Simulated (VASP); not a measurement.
Set up this calculation in VASP 6.6.1, as the native input.

| Quantity | Value |
| --- | --- |
| Task | single point |
| Functional | PBE |
| Potentials or basis | VASP PAW PBE potentials, release 64 (Si, C) |
| Cutoff | 520 eV |
| k mesh | 12 × 12 × 6 |
| Occupations | gaussian, width 0.05 eV |
| Spin | no spin polarisation |
| Dipole correction | no |
| Further INCAR settings | ALGO = Normal; EDIFF = 1e-06; NBANDS = 16 |

The structure of SiC lies in POSCAR:

```
SiC
1.0
    3.0137421920      0.0000000000      0.0000000000
   -1.5068710960      2.6099772987      0.0000000000
    0.0000000000      0.0000000000      5.3409539127
Si C
2 2
Direct
    0.3333333333      0.6666666667      0.0045639005
    0.6666666667      0.3333333333      0.5045639005
    0.3333333333      0.6666666667      0.3655166051
    0.6666666667      0.3333333333      0.8655166051
```

This cell differs from its parent crystal: c/a of the conventional cell at fixed volume 1.7722.

These files were run (other wordings do the same):

INCAR

```
SYSTEM = SiC
PREC = Accurate
ENCUT = 520
EDIFF = 1E-6
ISMEAR = 0
SIGMA = 0.05
LREAL = .FALSE.
LASPH = .TRUE.
NELM = 60
ALGO = Normal
ISIF = 2
LWAVE = .FALSE.
LCHARG = .FALSE.
GGA = PE
NBANDS = 16
```

KPOINTS

```
regular mesh
0
G
  12 12 6
  0 0 0
```

Potentials or basis: VASP PAW PBE potentials, release 64 (Si, C).

Launch:

```bash
$ cat potpaw_PBE.64/Si/POTCAR potpaw_PBE.64/C/POTCAR > POTCAR
$ mpirun -np 1 vasp_std > vasp.out
```

It gave:

```yaml
Pressure: -0.2 GPa
Largest_force: 0.811 eV/Å
Band_gap_on_the_k_mesh: 1.37 eV, indirect (least direct gap 3.99 eV)
```

Wall time 89 s on 1 thread of AMD EPYC 7R43 64-Core Processor (Zen 3), with other jobs on the host, peak memory 0.14 GiB.
